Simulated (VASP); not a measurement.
Wanted: the native input for a VASP 6.6.1 run.

* Task: single point
* Functional: PBEsol
* Potentials or basis: VASP PAW PBE potentials, release 64 (Mo_sv, S)
* Cutoff: 520 eV
* k mesh: 10 × 10 × 5
* Occupations: fermi-dirac, width 0.1 eV
* Spin: no spin polarisation
* Dipole correction: no
* Further INCAR settings: ALGO = Normal; EDIFF = 1e-06; NBANDS = 20

The structure of MoS2 lies in POSCAR:

```
MoS2
1.0
    3.2907646979      0.0000000000      0.0000000000
   -1.6453818392      2.8498851331      0.0000000000
    0.0000000000      0.0000000000      6.4362784120
Mo S
1 2
Direct
    0.0000000000      0.0000000000      0.5000000000
    0.3333333333      0.6666666667      0.2553190000
    0.6666666667      0.3333333333      0.7446810000
```

These files were run (other wordings do the same):

INCAR

```
SYSTEM = MoS2
ALGO = Normal
EDIFF = 1E-6
ENCUT = 520
GGA = PS
ISIF = 2
ISMEAR = -1
LASPH = .True.
LCHARG = .False.
LREAL = .False.
LWAVE = .False.
NBANDS = 20
NELM = 100
PREC = Accurate
SIGMA = 0.1
```

KPOINTS

```
k-points
0
Gamma
  10 10 5
  0 0 0
```

Potentials or basis: VASP PAW PBE potentials, release 64 (Mo_sv, S).

Command:

```sh
$ cat potpaw_PBE.64/Mo_sv/POTCAR potpaw_PBE.64/S/POTCAR > POTCAR
$ mpirun -np 1 vasp_std > vasp.out
```

It gave:

```
Pressure               : -9.7 GPa
Largest force          : 0.825 eV/Å
Band gap on the k mesh : zero (band 13 reaches 6.49 eV, above the bottom of band 14 at 5.73 eV)
```

Caveat: the PAW data sets were made with another functional, which shifts forces and pressure a little; this functional lacks dispersion, which binds the layers, so the pressure and a relaxed spacing across them are unreliable.

Wall time 78 s on 1 thread of Intel Xeon 8259CL, with other jobs on the host, peak memory 0.21 GiB.
